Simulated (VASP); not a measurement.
Here is a VASP 6.6.1 calculation.

The input INCAR:

```
PREC = Accurate
ENCUT = 600
EDIFF = 1E-6
ISMEAR = 0
SIGMA = 0.1
LREAL = F
LASPH = T
NELM = 60
ALGO = Normal
ISIF = 3
LWAVE = F
LCHARG = F
GGA = PE
IBRION = 2
NSW = 90
EDIFFG = -0.04
```

Contents of KPOINTS:

```
regular mesh
0
Gamma
  6 6 2
```

Contents of POSCAR:

```
B2Pt2Cl
1.0
    3.3020419600      0.0000000000      0.0000000000
    0.0000000000      3.3020419600      0.0000000000
    0.0000000000      0.0000000000      7.5697714400
B Pt Cl
2 2 1
Direct
    0.5000000000      0.0000000000      0.3790750500
    0.0000000000      0.5000000000      0.3790750500
    0.5000000000      0.0000000000      0.6185500900
    0.0000000000      0.5000000000      0.6185500900
    0.0000000000      0.0000000000      0.6781538000
```

Potentials or basis: VASP PAW PBE potentials, release 64 (B, Pt, Cl).

The run is started by

```bash
$ cat potpaw_PBE.64/B/POTCAR potpaw_PBE.64/Pt/POTCAR potpaw_PBE.64/Cl/POTCAR > POTCAR
$ mpirun -np 1 vasp_std > vasp.out
```

(1) Estimate the relaxed volume.

(2) What does it give for the band gap on the k mesh?

(3) What does it give for the relaxed cell?

(4) What does it give for the space group after relaxing (to 0.1 Å)?

Answers

(1) 24.51 Å³/atom.

(2) zero (an odd number of electrons rules out a gap without spin polarisation).

(3) a = 3.748 Å, b = 3.748 Å, c = 8.726 Å, α = 90.00°, β = 90.00°, γ = 90.00°.

(4) P4mm (No. 99).

Caveat: the k points lie up to 0.36 Å⁻¹ apart in the final cell, too coarse for converged energies and pressures of a metal; the volume moved by over 15 % at a fixed basis, so the end points are rough; spin-orbit coupling is left out, which moves the levels of the heavy elements; this functional lacks dispersion, which binds the layers, so the pressure and a relaxed spacing across them are unreliable; an odd number of electrons without spin polarisation forces a metal; a magnetic or distorted state may lie lower.
